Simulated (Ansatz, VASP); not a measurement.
Two plane-wave programs on Ti5C

```xyz
6
Lattice="4.7017 0.0000 0.0000 -2.3509 4.0718 0.0000 0.0000 0.0000 5.3288" Properties=species:S:1:pos:R:3 pbc="T T T"
Ti    0.0000    2.7146    0.0000
Ti    2.3509    1.3573    0.0000
Ti    2.3509    0.0000    2.6644
Ti    1.1754    2.0359    2.6644
Ti   -1.1754    2.0359    2.6644
C     0.0000    0.0000    0.0000
```

Change from the starting cell: species swapped into the NdCu5 type (P6/mmm, No. 191).

Alike in both runs: functional PBE; k mesh 6 × 6 × 4; occupations gaussian, width 0.1 eV; no spin polarisation.

Ansatz relaxed the structure, and its values are those at the end. VASP's run is a single point on that final structure, the one shown.

|  | VASP | Ansatz |
| --- | --- | --- |
| version | VASP 6.6.1 | Ansatz 0.2.0 |
| potentials or method | VASP PAW PBE potentials, release 64 (Ti_sv, C), cutoff 520 eV | scalar-relativistic, plane waves, PAW |
| valence electrons in the cell | 64 | 64 |

|  | VASP | Ansatz | Ansatz less VASP |
| --- | --- | --- | --- |
| gap on the k mesh at the Fermi level (eV) | none | none | - |
| pressure (GPa) | -0.1 | -0.1 | +0.02 |

A gap of «none» marks a metal or a gap that the smearing closes.
